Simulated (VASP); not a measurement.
A run of VASP 6.6.1 is set up as follows.

INCAR

```
PREC = Accurate
ENCUT = 520
EDIFF = 1E-6
ISMEAR = 0
SIGMA = 0.1
LREAL = False
LASPH = True
NELM = 150
ALGO = Normal
ISIF = 2
LWAVE = False
LCHARG = False
ISPIN = 2
MAGMOM = 0.8 0.8
LORBIT = 11
LMAXMIX = 4
GGA = PS
NBANDS = 19
ISYM = 0
```

Contents of KPOINTS:

```
Automatic mesh
0
Gamma
  8 10 13
```

POSCAR

```
Fe
1.0
   -1.8113300000     -1.8113300000     -3.6226600000
    1.8113300000     -1.8113300000      0.0000000000
   -1.8113300000     -1.8113300000      0.0000000000
Fe
2
Direct
    0.0000000000      0.0000000000      0.0000000000
    0.5000000000      0.5000000000      0.0000000000
```

Potentials or basis: VASP PAW PBE potentials, release 64 (Fe).

Launch:

```sh
$ cat potpaw_PBE.64/Fe/POTCAR > POTCAR
$ mpirun -np 1 vasp_std > vasp.out
```

(1) What does it give for the pressure?

(2) Estimate the net moment.

(3) Estimate the site moments.

Results:

(1) -6.3 GPa.

(2) 5.15 μB per cell.

(3) Fe +2.56 μB.

Caveat: the cell stands under tension; the PAW data sets were made with another functional, which shifts forces and pressure a little.
